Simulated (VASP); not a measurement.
# BP (BP (F-43m)) (F-43m) in VASP: settings compared

Aim: see how the results for BP (BP (F-43m)) move with the level of theory and the settings. Levels: PBE, PBE0. Tasks: single point, relaxation of cell and atoms.

Program: VASP 6.6.1. These are calculated values, not measurements. Logs are shortened: lines on timing, memory, paths and dates and some standing lists are left out, and cuts for length are marked.

### Step 1. The cell of the first run

It takes space group F-43m (No. 216, cubic). The conventional cell has a = 4.548 Å, b = 4.548 Å, c = 4.548 Å, α = 90.00°, β = 90.00°, γ = 90.00°. Within 2.6 Å of B (site symmetry -43m) lie 4 P at 1.97 Å. Within 2.6 Å of P (site symmetry -43m) lie 4 B at 1.97 Å.

### Step 2. Single point, PBE

Input file INCAR:

```
SYSTEM = BP
PREC = Accurate
ENCUT = 500
EDIFF = 1E-6
ISMEAR = 0
SIGMA = 0.01
LREAL = .False.
LASPH = .True.
NELM = 120
ALGO = Normal
ISIF = 2
LWAVE = .False.
LCHARG = .False.
GGA = PE
NBANDS = 11
GGA_COMPAT = .False.
```

Input file KPOINTS:

```
Automatic mesh
0
Gamma
  11 11 11
  0 0 0
```

Input file POSCAR:

```
BP
1.0
    0.0000000000      2.2740492018      2.2740492018
    2.2740492018      0.0000000000      2.2740492018
    2.2740492018      2.2740492018      0.0000000000
B P
1 1
Direct
    0.0000000000      0.0000000000      0.0000000000
    0.7500000000      0.7500000000      0.7500000000
```

Potentials or basis: VASP PAW PBE potentials, release 64 (B, P).

Run with:

```console
> cat potpaw_PBE.64/B/POTCAR potpaw_PBE.64/P/POTCAR > POTCAR
> mpirun -np 1 vasp_std > vasp.out
```

OUTCAR:

```text
SYSTEM = BP
   PREC = Accurate
   ENCUT = 500
   EDIFF = 1E-6
   ISMEAR = 0
   LREAL = .False.
   LASPH = .True.
   NELM = 120
   ISIF = 2
   GGA = PE

 ion  position               nearest neighbor table
   1  0.000  0.000  0.000-   2 1.97   2 1.97   2 1.97   2 1.97
   2  0.750  0.750  0.750-   1 1.97   1 1.97   1 1.97   1 1.97

  LATTYP: Found a face centered cubic cell.
 ALAT       =     4.5480984036

  Lattice vectors:

 A1 = (   0.0000000000,   2.2740492018,   2.2740492018)
 A2 = (   2.2740492018,   0.0000000000,   2.2740492018)
 A3 = (   2.2740492018,   2.2740492018,   0.0000000000)

Analysis of symmetry for initial positions (statically):
=====================================================================
 Subroutine PRICEL returns:
 Original cell was already a primitive cell.

 Routine SETGRP: Setting up the symmetry group for a
 face centered cubic supercell.

 Subroutine GETGRP returns: Found 24 space group operations
 (whereof 24 operations were pure point group operations)
 out of a pool of 48 trial point group operations.

The static configuration has the point symmetry T_d .

Analysis of symmetry for dynamics (positions and initial velocities):
=====================================================================
 Subroutine PRICEL returns:
 Original cell was already a primitive cell.

 Routine SETGRP: Setting up the symmetry group for a
 face centered cubic supercell.

 Subroutine GETGRP returns: Found 24 space group operations
 (whereof 24 operations were pure point group operations)
 out of a pool of 48 trial point group operations.

The dynamic configuration has the point symmetry T_d .

 Subroutine INISYM returns: Found 24 space group operations
 (whereof 24 operations are pure point group operations),
 and found     1 'primitive' translations

----------------------------------------------------------------------------------------

                                     Primitive cell

  volume of cell :      23.5196

  direct lattice vectors                    reciprocal lattice vectors
     0.000000000  2.274049202  2.274049202    -0.219872112  0.219872112  0.219872112
     2.274049202  0.000000000  2.274049202     0.219872112 -0.219872112  0.219872112
     2.274049202  2.274049202  0.000000000     0.219872112  0.219872112 -0.219872112

  length of vectors
     3.215991223  3.215991223  3.215991223     0.380829669  0.380829669  0.380829669

  position of ions in fractional coordinates (direct lattice)
     0.000000000  0.000000000  0.000000000
     0.750000000  0.750000000  0.750000000

  ion indices of the primitive-cell ions
[... 79 lines left out ...]
   IBRION =     -1    ionic relax: 0-MD 1-quasi-New 2-CG
   NFREE  =      0    steps in history (QN), initial steepest desc. (CG)
   ISIF   =      2    stress and relaxation
   ISYM   =      2    0-nonsym 1-usesym 2-fastsym
   POTIM  = 0.5000    time-step for ionic-motion
   TEBEG  =    0.0;   TEEND  =   0.0 temperature during run
   PSTRESS=    0.0 pullay stress
   NELECT =       8.0000    total number of electrons
   NUPDOWN=      -1.0000    fix difference up-down
   EMIN   =  10.00;   EMAX   =-10.00  energy-range for DOS
   EFERMI =   0.00;   METHOD = LEGACY
   ISMEAR =     0;   SIGMA  =   0.01  broadening in eV -4-tet -1-fermi 0-gaus
   EFERMI_NEDOS =   21; number of points for ismear=-14 and -15
   IALGO  =     38    algorithm
   IMIX   =      4    mixing-type and parameters
     AMIX     =   0.40;   BMIX     =  1.00
     AMIX_MAG =   1.60;   BMIX_MAG =  1.00
  volume/ion in A,a.u.               =      11.76        79.36
  Fermi-wavevector in a.u.,A,eV,Ry     =   1.142777  2.159536 17.768395  1.305940
  Thomas-Fermi vector in A             =   2.279474
   LORBIT       =      0    0 simple, 1 ext, 2 COOP (PROOUT), +10 PAW based schemes
   GGA     = PE    functional components
   LHFCALC =     F    Hartree Fock is set to
   AEXX    =    0.0000 exact exchange contribution
   IVDW    =     0    specifies the selected vdW correction
   LEPSILON=     F    determine dielectric tensor
   LRPA    =     F    only Hartree local field effects (RPA)
 non-spin polarized calculation
 Gauss-broadening in eV      SIGMA  =   0.01
  energy-cutoff  :      500.00
  volume of cell :       23.52
 maximum number of plane-waves:       609
   NGX = 11   NGY = 11   NGZ = 11

 number of electron       8.0000000 magnetization

 Free energy of the ion-electron system (eV)
  ---------------------------------------------------
  ext. energy  EPLUGINS =         0.00000000
  ---------------------------------------------------
  free energy    TOTEN  =       -12.93076505 eV

  energy without entropy =      -12.93076505  energy(sigma->0) =      -12.93076505

 E-fermi :   7.3951     XC(G=0): -10.8786

 val. band max:        7.3539698642   @ k =   0.0000   0.0000   0.0000
 cond. band min:       8.6352411626   @ k =   0.4545   0.4545   0.0000
 fundamental gap:      1.2812712985
 Fermi energy:         7.3950953673

 k-point     1 :       0.0000    0.0000    0.0000
  band No.  band energies     occupation
      1      -8.0470      2.00000
      2       7.3540      2.00000
      3       7.3540      2.00000
      4       7.3540      2.00000
      5      10.7450      0.00000
      6      10.7450      0.00000
      7      10.7450      0.00000
      8      14.6269      0.00000
      9      18.8221      0.00000
     10      19.4638      0.00000
     11      19.4638      0.00000
[... 309 lines left out ...]
 k-point    24 :      -0.1818    0.1818    0.0000
  band No.  band energies     occupation
      1      -6.5055      2.00000
      2       2.6179      2.00000
      3       3.6404      2.00000
      4       6.3439      2.00000
      5      11.9324      0.00000
      6      12.3240      0.00000
      7      13.3543      0.00000
      8      15.6066      0.00000
      9      16.8105      0.00000
     10      20.7940      0.00000
     11      22.3959      0.00000

 [... further k-points ...]
[... 5 lines left out ...]
  --------------------------------------------------------------------------------------
  -------------------------------------------------------------------------------------
  Total       -0.0271633     -0.0271633     -0.0271633      0.0000000      0.0000000     -0.0000000
  in kB       -1.8503921     -1.8503921     -1.8503921      0.0000000      0.0000000     -0.0000000
  external PRESSURE =      -1.8503921 kB  Pullay stress =       0.0000000 kB

 VOLUME and BASIS-vectors are now :
 -----------------------------------------------------------------------------
  energy-cutoff  :      500.00
  volume of cell :       23.52
      direct lattice vectors                 reciprocal lattice vectors
     0.000000000  2.274049202  2.274049202    -0.219872112  0.219872112  0.219872112
     2.274049202  0.000000000  2.274049202     0.219872112 -0.219872112  0.219872112
     2.274049202  2.274049202  0.000000000     0.219872112  0.219872112 -0.219872112

 POSITION                                       TOTAL-FORCE (eV/Angst)
 -----------------------------------------------------------------------------------
      0.00000      0.00000      0.00000        -0.000000     -0.000000     -0.000000
      3.41107      3.41107      3.41107         0.000000      0.000000      0.000000
 -----------------------------------------------------------------------------------
    total drift:                               -0.000000     -0.000000     -0.000000

  FREE ENERGIE OF THE ION-ELECTRON SYSTEM (eV)
  ---------------------------------------------------
  free  energy   TOTEN  =       -12.9307650466 eV

  energy  without entropy=      -12.9307650466  energy(sigma->0) =      -12.93076505
```

stdout:

```text
POSCAR found type information on POSCAR B P
 POSCAR found :  2 types and       2 ions
 scaLAPACK will be used
 LDA part: xc-table for (Slater+PW92), standard interpolation
 POSCAR, INCAR and KPOINTS ok, starting setup
 FFT: planning ... GRIDC
 FFT: planning ... GRID_SOFT
 FFT: planning ... GRID
 WAVECAR not read
 entering main loop
```

Wall time 5.9 s (1 thread of Intel Xeon Platinum 8488C (Sapphire Rapids), shared host); peak memory 0.14 GiB.

What came out:

```yaml
Free_energy: -12.9308 eV
Pressure: -0.2 GPa
Band_gap_on_the_k_mesh: 1.28 eV, indirect (least direct gap 3.39 eV)
```

Levels at points of the mesh, in eV from the valence-band top:
```tsv
k point	band 1	band 2	band 3	band 4	band 5	band 6	band 7	band 8	band 9
(0.00, 0.00, 0.00)	-15.40	0.00	0.00	0.00	3.39	3.39	3.39	7.27	11.47
```

[end of part 1 of 2]
